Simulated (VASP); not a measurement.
# Al: single point with PBE

The system is Al.

```
Al
1.0
    -1.59122    1.59122    1.59122
     1.59122   -1.59122    1.59122
     1.59122    1.59122   -1.59122
Al
1
Direct
  0.00000 0.00000 0.00000
```

```
Program             : VASP 6.6.1
Task                : single point
Functional          : PBE
Potentials or basis : VASP PAW PBE potentials, release 64 (Al)
Cutoff              : 520 eV
k mesh              : 12 × 12 × 12
Occupations         : gaussian, width 0.015 eV
Spin                : no spin polarisation
```

| Item | Value |
| --- | --- |
| Pressure | 3.9 GPa |

Levels at points of the mesh, in eV from the Fermi level:
```tsv
k point	band 1	band 2	band 3	band 4	band 5
(0.00, 0.00, 0.00)	-11.29	13.42	13.42	13.42	15.06
(0.50, 0.00, 0.00)	-4.40	-3.88	8.33	8.35	10.15
(0.50, 0.50, 0.50)	1.91	1.91	1.91	2.96	2.96
```

Wall time 4.4 s on 1 thread of Intel(R) Xeon(R) Platinum 8488C (Sapphire Rapids), on a shared host, peak memory 0.12 GiB.
